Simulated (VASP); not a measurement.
# GaN (Pm-3m) in VASP: notebook, part 2 of 2

VASP 6.6.1. The steps go on from the part before.

**3. Single point, PBE**

This run uses another cell than the first one, of 10.34 Å³/atom.

The input, INCAR:

```
SYSTEM = GaN
  PREC = Accurate
  ENCUT = 520
  EDIFF = 1E-6
  ISMEAR = -1
  SIGMA = 0.02
  LREAL = .FALSE.
  LASPH = .TRUE.
  NELM = 60
  ALGO = Normal
  ISIF = 2
  LWAVE = .FALSE.
  LCHARG = .FALSE.
  GGA = PE
  NBANDS = 16
```

The input, KPOINTS:

```
Automatic mesh
0
G
  10 10 10
  0 0 0
```

The input, POSCAR:

```
GaN
1.0
    2.7446329327      0.0000000000      0.0000000000
    0.0000000000      2.7446329327      0.0000000000
    0.0000000000      0.0000000000      2.7446329327
Ga N
1 1
Direct
    0.0000000000      0.0000000000      0.0000000000
    0.5000000000      0.5000000000      0.5000000000
```

Potentials or basis: VASP PAW PBE potentials, release 64 (Ga_d, N).

Launch:

```sh
cat potpaw_PBE.64/Ga_d/POTCAR potpaw_PBE.64/N/POTCAR > POTCAR
mpirun -np 1 vasp_std > vasp.out
```

OUTCAR:

```text
SYSTEM = GaN
   PREC = Accurate
   ENCUT = 520
   EDIFF = 1E-6
   ISMEAR = -1
   LREAL = .FALSE.
   LASPH = .TRUE.
   NELM = 60
   ISIF = 2
   GGA = PE

 ion  position               nearest neighbor table
   1  0.000  0.000  0.000-
   2  0.500  0.500  0.500-

  LATTYP: Found a simple cubic cell.
 ALAT       =     2.7446329327

  Lattice vectors:

 A1 = (   2.7446329327,   0.0000000000,   0.0000000000)
 A2 = (   0.0000000000,   2.7446329327,   0.0000000000)
 A3 = (   0.0000000000,   0.0000000000,   2.7446329327)

Analysis of symmetry for initial positions (statically):
=====================================================================
 Subroutine PRICEL returns:
 Original cell was already a primitive cell.

 Routine SETGRP: Setting up the symmetry group for a
 simple cubic supercell.

 Subroutine GETGRP returns: Found 48 space group operations
 (whereof 48 operations were pure point group operations)
 out of a pool of 48 trial point group operations.

The static configuration has the point symmetry O_h .

Analysis of symmetry for dynamics (positions and initial velocities):
=====================================================================
 Subroutine PRICEL returns:
 Original cell was already a primitive cell.

 Routine SETGRP: Setting up the symmetry group for a
 simple cubic supercell.

 Subroutine GETGRP returns: Found 48 space group operations
 (whereof 48 operations were pure point group operations)
 out of a pool of 48 trial point group operations.

The dynamic configuration has the point symmetry O_h .

 Subroutine INISYM returns: Found 48 space group operations
 (whereof 48 operations are pure point group operations),
 and found     1 'primitive' translations

----------------------------------------------------------------------------------------

                                     Primitive cell

  volume of cell :      20.6753

  direct lattice vectors                    reciprocal lattice vectors
     2.744632933  0.000000000  0.000000000     0.364347446  0.000000000  0.000000000
     0.000000000  2.744632933  0.000000000     0.000000000  0.364347446  0.000000000
     0.000000000  0.000000000  2.744632933     0.000000000  0.000000000  0.364347446

  length of vectors
     2.744632933  2.744632933  2.744632933     0.364347446  0.364347446  0.364347446

  position of ions in fractional coordinates (direct lattice)
     0.000000000  0.000000000  0.000000000
     0.500000000  0.500000000  0.500000000

  ion indices of the primitive-cell ions
   primitive index   ion index
                 1           1
                 2           2

----------------------------------------------------------------------------------------

 KPOINTS: Automatic mesh

Automatic generation of k-mesh.
 Grid dimensions read from file:
 generate k-points for:   10   10   10

 Generating k-lattice:

  Cartesian coordinates                     Fractional coordinates (reciprocal lattice)
     0.036434745  0.000000000  0.000000000     0.100000000  0.000000000  0.000000000
     0.000000000  0.036434745  0.000000000     0.000000000  0.100000000  0.000000000
     0.000000000  0.000000000  0.036434745     0.000000000  0.000000000  0.100000000

  Length of vectors
     0.036434745  0.036434745  0.036434745

  Shift w.r.t. Gamma in fractional coordinates (k-lattice)
     0.000000000  0.000000000  0.000000000

 Subroutine IBZKPT returns following result:
 ===========================================

 Found     56 irreducible k-points:

 Following reciprocal coordinates:
            Coordinates               Weight
  0.000000  0.000000  0.000000      1.000000
  0.100000  0.000000  0.000000      6.000000
  0.200000  0.000000  0.000000      6.000000
  0.300000  0.000000  0.000000      6.000000
  0.400000  0.000000  0.000000      6.000000
  0.500000  0.000000  0.000000      3.000000
[... 16 lines left out ...]
  0.200000  0.100000  0.100000     24.000000
  0.300000  0.100000  0.100000     24.000000
 [... further k-points ...]
   k-points           NKPTS =     56   k-points in BZ     NKDIM =     56   number of bands    NBANDS=     16
   number of dos      NEDOS =    301   number of ions     NIONS =      2
   total plane-waves  NPLWV =   8000
   dimension x,y,z NGX =    20 NGY =   20 NGZ =   20
   dimension x,y,z NGXF=    40 NGYF=   40 NGZF=   40
   ions per type =               1   1
   NGX,Y,Z   is equivalent  to a cutoff of  12.11, 12.11, 12.11 a.u.
   NGXF,Y,Z  is equivalent  to a cutoff of  24.23, 24.23, 24.23 a.u.
 SYSTEM =  GaN
   PREC   = accura    normal or accurate (medium, high low for compatibility)
   ISTART =      0    job   : 0-new  1-cont  2-samecut
   ICHARG =      2    charge: 1-file 2-atom 10-const
   ISPIN  =      1    spin polarized calculation?
   LNONCOLLINEAR =      F non collinear calculations
   LSORBIT =      F    spin-orbit coupling
   LASPH  =      T    aspherical Exc in radial PAW
   ENCUT  =  520.0 eV  38.22 Ry    6.18 a.u.   5.10  5.10  5.10*2*pi/ulx,y,z
   NELM   =     60;   NELMIN=  2; NELMDL= -5     # of ELM steps
   EDIFF  = 0.1E-05   stopping-criterion for ELM
   LREAL  =      F    real-space projection
   EDIFFG = 0.1E-04   stopping-criterion for IOM
   NSW    =      0    number of steps for IOM
   IBRION =     -1    ionic relax: 0-MD 1-quasi-New 2-CG
   NFREE  =      0    steps in history (QN), initial steepest desc. (CG)
   ISIF   =      2    stress and relaxation
   ISYM   =      2    0-nonsym 1-usesym 2-fastsym
   POTIM  = 0.5000    time-step for ionic-motion
   TEBEG  =    0.0;   TEEND  =   0.0 temperature during run
   PSTRESS=    0.0 pullay stress
   NELECT =      18.0000    total number of electrons
   NUPDOWN=      -1.0000    fix difference up-down
   EMIN   =  10.00;   EMAX   =-10.00  energy-range for DOS
   EFERMI =   0.00;   METHOD = LEGACY
   ISMEAR =    -1;   SIGMA  =   0.02  broadening in eV -4-tet -1-fermi 0-gaus
   EFERMI_NEDOS =   21; number of points for ismear=-14 and -15
   IALGO  =     38    algorithm
   IMIX   =      4    mixing-type and parameters
     AMIX     =   0.40;   BMIX     =  1.00
     AMIX_MAG =   1.60;   BMIX_MAG =  1.00
  volume/ion in A,a.u.               =      10.34        69.76
  Fermi-wavevector in a.u.,A,eV,Ry     =   1.563201  2.954021 33.247146  2.443596
  Thomas-Fermi vector in A             =   2.666007
   LORBIT       =      0    0 simple, 1 ext, 2 COOP (PROOUT), +10 PAW based schemes
   GGA     = PE    functional components
   LHFCALC =     F    Hartree Fock is set to
   AEXX    =    0.0000 exact exchange contribution
   IVDW    =     0    specifies the selected vdW correction
   LEPSILON=     F    determine dielectric tensor
   LRPA    =     F    only Hartree local field effects (RPA)
 non-spin polarized calculation
  energy-cutoff  :      520.00
  volume of cell :       20.68
 maximum number of plane-waves:       587
   NGX = 11   NGY = 11   NGZ = 11

 number of electron      18.0000016 magnetization

 Free energy of the ion-electron system (eV)
  ---------------------------------------------------
  ext. energy  EPLUGINS =         0.00000000
  ---------------------------------------------------
  free energy    TOTEN  =        -8.94177808 eV

  energy without entropy =       -8.93953194  energy(sigma->0) =       -8.94065501

 E-fermi :   7.5238     XC(G=0): -12.7269

 val. band max:        7.4885793945   @ k =   0.5000   0.4000   0.3000
 cond. band min:       7.5271703805   @ k =   0.4000   0.1000   0.0000
 fundamental gap:      0.0385909860
 Fermi energy:         7.5237515737

 k-point     1 :       0.0000    0.0000    0.0000
  band No.  band energies     occupation
      1      -9.4049      2.00000
      2      -7.6840      2.00000
      3      -7.6840      2.00000
      4      -7.1877      2.00000
      5      -7.1877      2.00000
      6      -7.1877      2.00000
[... 8 lines left out ...]
     15      21.0904      0.00000
     16      34.7484      0.00000
[... 419 lines left out ...]
 k-point    24 :       0.3000    0.1000    0.1000
  band No.  band energies     occupation
      1      -8.0780      2.00000
      2      -7.6077      2.00000
      3      -7.4607      2.00000
      4      -7.3202      2.00000
      5      -7.2100      2.00000
      6      -7.0824      2.00000
[... 8 lines left out ...]
     15      27.1557      0.00000
     16      27.2446      0.00000

 [... further k-points ...]

------------------------ aborting loop because EDIFF is reached ----------------------------------------

  FORCE on cell =-STRESS in cart. coord.  units (eV):
  Direction    XX          YY          ZZ          XY          YZ          ZX
  --------------------------------------------------------------------------------------
  -------------------------------------------------------------------------------------
  Total        0.0495619      0.0495619      0.0495619     -0.0000000      0.0000000     -0.0000000
  in kB        3.8406558      3.8406558      3.8406558     -0.0000000      0.0000000     -0.0000000
  external PRESSURE =       3.8406558 kB  Pullay stress =       0.0000000 kB

 VOLUME and BASIS-vectors are now :
 -----------------------------------------------------------------------------
  energy-cutoff  :      520.00
  volume of cell :       20.68
      direct lattice vectors                 reciprocal lattice vectors
     2.744632933  0.000000000  0.000000000     0.364347446  0.000000000  0.000000000
     0.000000000  2.744632933  0.000000000     0.000000000  0.364347446  0.000000000
     0.000000000  0.000000000  2.744632933     0.000000000  0.000000000  0.364347446

 POSITION                                       TOTAL-FORCE (eV/Angst)
 -----------------------------------------------------------------------------------
      0.00000      0.00000      0.00000         0.000000      0.000000      0.000000
      1.37232      1.37232      1.37232         0.000000      0.000000      0.000000
 -----------------------------------------------------------------------------------
    total drift:                                0.000000      0.000000      0.000000

  FREE ENERGIE OF THE ION-ELECTRON SYSTEM (eV)
  ---------------------------------------------------
  free  energy   TOTEN  =        -8.9417780773 eV

  energy  without entropy=       -8.9395319419  energy(sigma->0) =       -8.94065501
```

OSZICAR:

```text
N       E                     dE             d eps       ncg     rms          rms(c)
DAV:   1     0.704962741075E+02    0.70496E+02   -0.93879E+03  2136   0.208E+03
DAV:   2    -0.627234709986E+01   -0.76769E+02   -0.71429E+02  2128   0.304E+02
DAV:   3    -0.105173377549E+02   -0.42450E+01   -0.42279E+01  1968   0.617E+01
DAV:   4    -0.105547862686E+02   -0.37449E-01   -0.37445E-01  2192   0.608E+00
DAV:   5    -0.105552226679E+02   -0.43640E-03   -0.43640E-03  2040   0.610E-01    0.716E+00
DAV:   6    -0.913781172329E+01    0.14174E+01   -0.69387E+00  2608   0.403E+01    0.334E+00
DAV:   7    -0.895980735393E+01    0.17800E+00   -0.42408E-01  2192   0.112E+01    0.139E+00
DAV:   8    -0.896533073846E+01   -0.55234E-02   -0.19769E-01  1848   0.422E+00    0.128E+00
DAV:   9    -0.894266825502E+01    0.22662E-01   -0.51361E-02  2464   0.400E+00    0.281E-01
DAV:  10    -0.894216304169E+01    0.50521E-03   -0.39917E-03  1912   0.690E-01    0.172E-01
DAV:  11    -0.894180225312E+01    0.36079E-03   -0.73302E-04  2088   0.302E-01    0.657E-02
DAV:  12    -0.894179406028E+01    0.81928E-05   -0.16917E-04  3000   0.238E-01    0.387E-02
DAV:  13    -0.894178422254E+01    0.98377E-05   -0.19375E-05  2136   0.486E-02    0.284E-02
DAV:  14    -0.894178206662E+01    0.21559E-05   -0.26987E-06  1912   0.122E-02    0.166E-02
DAV:  15    -0.894177825931E+01    0.38073E-05   -0.25262E-06  1656   0.237E-02    0.657E-03
DAV:  16    -0.894177807726E+01    0.18205E-06   -0.49220E-07  1072   0.504E-03
   1 F= -.89417781E+01 E0= -.89406550E+01  d E =-.224614E-02
```

Run time: 22 s. Hardware: 1 thread of Intel Xeon 8259CL, shared host; peak memory 0.14 GiB.

Results:

- Free energy: -8.9418 eV
- Pressure: 0.4 GPa
- Band gap on the k mesh: zero (bands 9 and 10 overlap by 1.58 eV)

Caveat: the structure was generated, so it needn't be the stable form of GaN.

The gap in the log of VASP goes by the Fermi energy; the results here count the filled bands.